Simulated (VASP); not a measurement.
# GaAs2 (P4/nmm) in VASP: a series of runs

GaAs2 is run at these levels: PBE, PBE+D3(BJ); tasks: single point.

Program: VASP 6.6.1. These are calculated values, not measurements. Logs are shortened: lines on timing, memory, paths and dates and some standing lists are left out, and cuts for length are marked.

### Step 1. The cell of the first run

Symmetry: P4/nmm, No. 129, tetragonal system. Conventional cell: a = 3.765 Å, b = 3.765 Å, c = 7.795 Å, α = 90.00°, β = 90.00°, γ = 90.00°. Within 3.6 Å of Ga (site symmetry 4mm) lie 9 As at 2.73 to 2.89 Å. As (site symmetry -4m2) has 8 As at 2.66 to 3.39 Å and 4 Ga at 2.89 Å within 3.5 Å. Within 3.6 Å of As (site symmetry 4mm) lie 5 Ga at 2.73 to 2.79 Å and 8 As at 3.39 to 3.43 Å.

### Step 2. Single point, PBE

File INCAR:

```
SYSTEM = GaAs2
PREC = Accurate
ENCUT = 520
EDIFF = 1E-6
ISMEAR = 1
SIGMA = 0.0783
LREAL = .False.
LASPH = .True.
NELM = 80
ALGO = Normal
ISIF = 2
LWAVE = .False.
LCHARG = .False.
GGA = PE
NBANDS = 32
```

File KPOINTS:

```
Automatic mesh
0
Gamma
  5 5 3
  0 0 0
```

File POSCAR:

```
GaAs2
1.0
    3.7649910000      0.0000000000      0.0000000000
    0.0000000000      3.7649910000      0.0000000000
    0.0000000000      0.0000000000      7.7953520000
Ga As
2 4
Direct
    0.0000000000      0.5000000000      0.2810000000
    0.5000000000      0.0000000000      0.7190000000
    0.0000000000      0.0000000000      0.0000000000
    0.5000000000      0.5000000000      0.0000000000
    0.0000000000      0.5000000000      0.6390000000
    0.5000000000      0.0000000000      0.3610000000
```

Potentials or basis: VASP PAW PBE potentials, release 64 (Ga_d, As).

On the command line:

```
$ cat potpaw_PBE.64/Ga_d/POTCAR potpaw_PBE.64/As/POTCAR > POTCAR
$ mpirun -np 1 vasp_std > vasp.out
```

OUTCAR:

```text
SYSTEM = GaAs2
   PREC = Accurate
   ENCUT = 520
   EDIFF = 1E-6
   ISMEAR = 1
   LREAL = .False.
   LASPH = .True.
   NELM = 80
   ISIF = 2
   GGA = PE

 ion  position               nearest neighbor table
   1  0.000  0.500  0.281-   6 2.73   6 2.73   6 2.73   6 2.73   5 2.79   3 2.89   4 2.89   4 2.89
                             3 2.89
   2  0.500  0.000  0.719-   5 2.73   5 2.73   5 2.73   5 2.73   6 2.79   3 2.89   3 2.89   4 2.89
                             4 2.89
   3  0.000  0.000  0.000-   4 2.66   4 2.66   4 2.66   4 2.66   2 2.89   2 2.89   1 2.89   1 2.89

   4  0.500  0.500  0.000-   3 2.66   3 2.66   3 2.66   3 2.66   2 2.89   1 2.89   1 2.89   2 2.89

   5  0.000  0.500  0.639-   2 2.73   2 2.73   2 2.73   2 2.73   1 2.79
   6  0.500  0.000  0.361-   1 2.73   1 2.73   1 2.73   1 2.73   2 2.79

  LATTYP: Found a simple tetragonal cell.
 ALAT       =     3.7649910000
 C/A-ratio  =     2.0704835682

  Lattice vectors:

 A1 = (   3.7649910000,   0.0000000000,   0.0000000000)
 A2 = (   0.0000000000,   3.7649910000,   0.0000000000)
 A3 = (   0.0000000000,   0.0000000000,   7.7953520000)

Analysis of symmetry for initial positions (statically):
=====================================================================
 Subroutine PRICEL returns:
 Original cell was already a primitive cell.

 Routine SETGRP: Setting up the symmetry group for a
 simple tetragonal supercell.

 Subroutine GETGRP returns: Found 16 space group operations
 (whereof  8 operations were pure point group operations)
 out of a pool of 16 trial point group operations.

The static configuration has the point symmetry D_2d.
 The point group associated with its full space group is D_4h.

Analysis of symmetry for dynamics (positions and initial velocities):
=====================================================================
 Subroutine PRICEL returns:
 Original cell was already a primitive cell.

 Routine SETGRP: Setting up the symmetry group for a
 simple tetragonal supercell.

 Subroutine GETGRP returns: Found 16 space group operations
 (whereof  8 operations were pure point group operations)
 out of a pool of 16 trial point group operations.

The dynamic configuration has the point symmetry D_2d.
 The point group associated with its full space group is D_4h.

 Subroutine INISYM returns: Found 16 space group operations
 (whereof  8 operations are pure point group operations),
 and found     1 'primitive' translations

----------------------------------------------------------------------------------------

                                     Primitive cell

  volume of cell :     110.5003

  direct lattice vectors                    reciprocal lattice vectors
     3.764991000  0.000000000  0.000000000     0.265604885  0.000000000  0.000000000
     0.000000000  3.764991000  0.000000000     0.000000000  0.265604885  0.000000000
     0.000000000  0.000000000  7.795352000     0.000000000  0.000000000  0.128281571

  length of vectors
     3.764991000  3.764991000  7.795352000     0.265604885  0.265604885  0.128281571

  position of ions in fractional coordinates (direct lattice)
     0.000000000  0.500000000  0.281000000
     0.500000000  0.000000000  0.719000000
     0.000000000  0.000000000  0.000000000
     0.500000000  0.500000000  0.000000000
     0.000000000  0.500000000  0.639000000
     0.500000000  0.000000000  0.361000000

  ion indices of the primitive-cell ions
   primitive index   ion index
                 1           1
                 2           2
                 3           3
                 4           4
                 5           5
                 6           6

----------------------------------------------------------------------------------------

 KPOINTS: Automatic mesh

Automatic generation of k-mesh.
 Grid dimensions read from file:
 generate k-points for:    5    5    3

 Generating k-lattice:

  Cartesian coordinates                     Fractional coordinates (reciprocal lattice)
     0.053120977  0.000000000  0.000000000     0.200000000  0.000000000  0.000000000
     0.000000000  0.053120977  0.000000000     0.000000000  0.200000000  0.000000000
     0.000000000  0.000000000  0.042760524     0.000000000  0.000000000  0.333333333

  Length of vectors
     0.053120977  0.053120977  0.042760524

  Shift w.r.t. Gamma in fractional coordinates (k-lattice)
     0.000000000  0.000000000  0.000000000

 Subroutine IBZKPT returns following result:
 ===========================================

 Found     12 irreducible k-points:

 Following reciprocal coordinates:
            Coordinates               Weight
  0.000000  0.000000  0.000000      1.000000
  0.200000  0.000000  0.000000      4.000000
  0.400000  0.000000  0.000000      4.000000
  0.200000  0.200000  0.000000      4.000000
  0.400000  0.200000  0.000000      8.000000
  0.400000  0.400000  0.000000      4.000000
  0.000000  0.000000  0.333333      2.000000
  0.200000  0.000000  0.333333      8.000000
  0.400000  0.000000  0.333333      8.000000
  0.200000  0.200000  0.333333      8.000000
  0.400000  0.200000  0.333333     16.000000
  0.400000  0.400000  0.333333      8.000000
   k-points           NKPTS =     12   k-points in BZ     NKDIM =     12   number of bands    NBANDS=     32
   number of dos      NEDOS =    301   number of ions     NIONS =      6
   total plane-waves  NPLWV =  47040
   dimension x,y,z NGX =    28 NGY =   28 NGZ =   60
   dimension x,y,z NGXF=    56 NGYF=   56 NGZF=  120
   ions per type =               2   4
   NGX,Y,Z   is equivalent  to a cutoff of  12.36, 12.36, 12.80 a.u.
   NGXF,Y,Z  is equivalent  to a cutoff of  24.73, 24.73, 25.59 a.u.
 SYSTEM =  GaAs2
   PREC   = accura    normal or accurate (medium, high low for compatibility)
   ISTART =      0    job   : 0-new  1-cont  2-samecut
   ICHARG =      2    charge: 1-file 2-atom 10-const
   ISPIN  =      1    spin polarized calculation?
   LNONCOLLINEAR =      F non collinear calculations
   LSORBIT =      F    spin-orbit coupling
   LASPH  =      T    aspherical Exc in radial PAW
   ENCUT  =  520.0 eV  38.22 Ry    6.18 a.u.   7.00  7.00 14.49*2*pi/ulx,y,z
   NELM   =     80;   NELMIN=  2; NELMDL= -5     # of ELM steps
   EDIFF  = 0.1E-05   stopping-criterion for ELM
   LREAL  =      F    real-space projection
   EDIFFG = 0.1E-04   stopping-criterion for IOM
   NSW    =      0    number of steps for IOM
   IBRION =     -1    ionic relax: 0-MD 1-quasi-New 2-CG
   NFREE  =      0    steps in history (QN), initial steepest desc. (CG)
   ISIF   =      2    stress and relaxation
   ISYM   =      2    0-nonsym 1-usesym 2-fastsym
   POTIM  = 0.5000    time-step for ionic-motion
   TEBEG  =    0.0;   TEEND  =   0.0 temperature during run
   PSTRESS=    0.0 pullay stress
   NELECT =      46.0000    total number of electrons
   NUPDOWN=      -1.0000    fix difference up-down
   EMIN   =  10.00;   EMAX   =-10.00  energy-range for DOS
   EFERMI =   0.00;   METHOD = LEGACY
   ISMEAR =     1;   SIGMA  =   0.08  broadening in eV -4-tet -1-fermi 0-gaus
   EFERMI_NEDOS =   21; number of points for ismear=-14 and -15
   IALGO  =     38    algorithm
   IMIX   =      4    mixing-type and parameters
     AMIX     =   0.40;   BMIX     =  1.00
     AMIX_MAG =   1.60;   BMIX_MAG =  1.00
  volume/ion in A,a.u.               =      18.42       124.28
  Fermi-wavevector in a.u.,A,eV,Ry     =   1.222380  2.309963 20.330000  1.494213
  Thomas-Fermi vector in A             =   2.357529
   LORBIT       =      0    0 simple, 1 ext, 2 COOP (PROOUT), +10 PAW based schemes
   GGA     = PE    functional components
   LHFCALC =     F    Hartree Fock is set to
   AEXX    =    0.0000 exact exchange contribution
   IVDW    =     0    specifies the selected vdW correction
   LEPSILON=     F    determine dielectric tensor
   LRPA    =     F    only Hartree local field effects (RPA)
 non-spin polarized calculation
 Methfessel and Paxton  Order N= 1 SIGMA  =   0.08
  energy-cutoff  :      520.00
  volume of cell :      110.50
 maximum number of plane-waves:      2991
   NGX = 15   NGY = 15   NGZ = 29

 number of electron      46.0000028 magnetization

 Free energy of the ion-electron system (eV)
  ---------------------------------------------------
  ext. energy  EPLUGINS =         0.00000000
  ---------------------------------------------------
  free energy    TOTEN  =       -22.36544890 eV

  energy without entropy =      -22.35697927  energy(sigma->0) =      -22.36262569

 E-fermi :   6.3340     XC(G=0): -10.9328

 val. band max:        6.3217939698   @ k =   0.2000   0.2000   0.3333
 cond. band min:       6.3347781745   @ k =   0.2000   0.2000   0.3333
 fundamental gap:      0.0129842047
 Fermi energy:         6.3339584091

 k-point     1 :       0.0000    0.0000    0.0000
  band No.  band energies     occupation
      1      -8.6489      2.00000
      2      -8.6183      2.00000
      3      -8.5589      2.00000
      4      -8.5528      2.00000
      5      -8.5402      2.00000
      6      -8.5402      2.00000
[... 24 lines left out ...]
     31      12.9393      0.00000
     32      12.9394      0.00000

 k-point     2 :       0.2000    0.0000    0.0000
  band No.  band energies     occupation
      1      -8.6094      2.00000
      2      -8.6034      2.00000
      3      -8.5514      2.00000
      4      -8.5478      2.00000
      5      -8.5471      2.00000
      6      -8.5428      2.00000
[... 24 lines left out ...]
     31      11.8493      0.00000
     32      12.1012      0.00000
[... 313 lines left out ...]
     31      11.5846      0.00000
     32      12.8057      0.00000

 k-point    12 :       0.4000    0.4000    0.3333
  band No.  band energies     occupation
      1      -8.6418      2.00000
      2      -8.6404      2.00000
      3      -8.5774      2.00000
      4      -8.5708      2.00000
      5      -8.5561      2.00000
      6      -8.5513      2.00000
[... 24 lines left out ...]
     31      13.4964      0.00000
     32      13.5855      0.00000

------------------------ aborting loop because EDIFF is reached ----------------------------------------

  FORCE on cell =-STRESS in cart. coord.  units (eV):
  Direction    XX          YY          ZZ          XY          YZ          ZX
  --------------------------------------------------------------------------------------
  -------------------------------------------------------------------------------------
  Total        5.2312696      5.2312696      1.4772928      0.0000000      0.0000000      0.0000000
  in kB       75.8497351     75.8497351     21.4197078      0.0000000      0.0000000      0.0000000
  external PRESSURE =      57.7063926 kB  Pullay stress =       0.0000000 kB

 VOLUME and BASIS-vectors are now :
 -----------------------------------------------------------------------------
  energy-cutoff  :      520.00
  volume of cell :      110.50
      direct lattice vectors                 reciprocal lattice vectors
     3.764991000  0.000000000  0.000000000     0.265604885  0.000000000  0.000000000
     0.000000000  3.764991000  0.000000000     0.000000000  0.265604885  0.000000000
     0.000000000  0.000000000  7.795352000     0.000000000  0.000000000  0.128281571

 POSITION                                       TOTAL-FORCE (eV/Angst)
 -----------------------------------------------------------------------------------
      0.00000      1.88250      2.19049        -0.000000      0.000000      0.632553
      1.88250      0.00000      5.60486         0.000000      0.000000     -0.632553
      0.00000      0.00000      0.00000        -0.000000      0.000000      0.000000
      1.88250      1.88250      0.00000        -0.000000      0.000000      0.000000
      0.00000      1.88250      4.98123        -0.000000      0.000000     -0.472619
      1.88250      0.00000      2.81412        -0.000000     -0.000000      0.472619
 -----------------------------------------------------------------------------------
    total drift:                                0.000000      0.000000      0.000000

  FREE ENERGIE OF THE ION-ELECTRON SYSTEM (eV)
  ---------------------------------------------------
  free  energy   TOTEN  =       -22.3654489041 eV

  energy  without entropy=      -22.3569792747  energy(sigma->0) =      -22.36262569
```

Wall time 30 s (1 thread of Intel Xeon 6975P-C, shared host); peak memory 0.22 GiB.

Results:

- Free energy: -22.3654 eV
- Pressure: 5.8 GPa
- Largest force: 0.633 eV/Å
- Band gap on the k mesh: zero (band 23 reaches 6.47 eV, above the bottom of band 24 at 5.45 eV)

Forces in eV/Å, atoms in the order of the input:
```
Ga   0.000  0.000  0.633
Ga   0.000  0.000 -0.633
As   0.000  0.000  0.000
As   0.000  0.000  0.000
As   0.000  0.000 -0.473
As   0.000  0.000  0.473
```

Stress tensor (GPa, compression positive):
```
7.58 0.00 0.00
0.00 7.58 0.00
0.00 0.00 2.14
```

### Step 3. Single point, PBE

File INCAR:

```
ALGO = Normal ; EDIFF = 1E-6
ENCUT = 520 ; GGA = PE
ISIF = 2 ; ISMEAR = 1
LASPH = True ; LCHARG = True
LELF = True ; LREAL = False
LVHAR = True ; LWAVE = False
NBANDS = 32 ; NELM = 60
PREC = Accurate ; SIGMA = 0.0783
```

File KPOINTS:

```
k-points
0
Gamma
  5 5 3
```

POSCAR is that of step 2.

Potentials or basis: VASP PAW PBE potentials, release 64 (Ga_d, As).

On the command line:

```
$ cat potpaw_PBE.64/Ga_d/POTCAR potpaw_PBE.64/As/POTCAR > POTCAR
$ mpirun -np 1 vasp_std > vasp.out
```

Wall time 34 s (1 thread of Intel Xeon 6975P-C, shared host); peak memory 0.21 GiB.

The run converged. Its results:

```yaml
Free_energy: -22.3654 eV
Pressure: 5.8 GPa
Largest_force: 0.633 eV/Å
Band_gap_on_the_k_mesh: zero (band 23 reaches 6.47 eV, above the bottom of band 24 at 5.45 eV)
```

Forces on the atoms (eV/Å):
```
Ga   0.000  0.000  0.633
Ga   0.000  0.000 -0.633
As   0.000  0.000  0.000
As   0.000  0.000  0.000
As   0.000  0.000 -0.473
As   0.000  0.000  0.473
```

Stress tensor (GPa, compression positive):
```
7.58 0.00 0.00
0.00 7.58 0.00
0.00 0.00 2.14
```

Levels at points of the mesh, in eV from the Fermi level:
| k point | band 20 | band 21 | band 22 | band 23 | band 24 | band 25 | band 26 | band 27 |
| --- | --- | --- | --- | --- | --- | --- | --- | --- |
| (0.00, 0.00, 0.00) | -1.63 | -1.63 | -1.44 | -0.80 | -0.80 | 0.67 | 0.81 | 4.13 |

(Continued in part 2 of 2.)
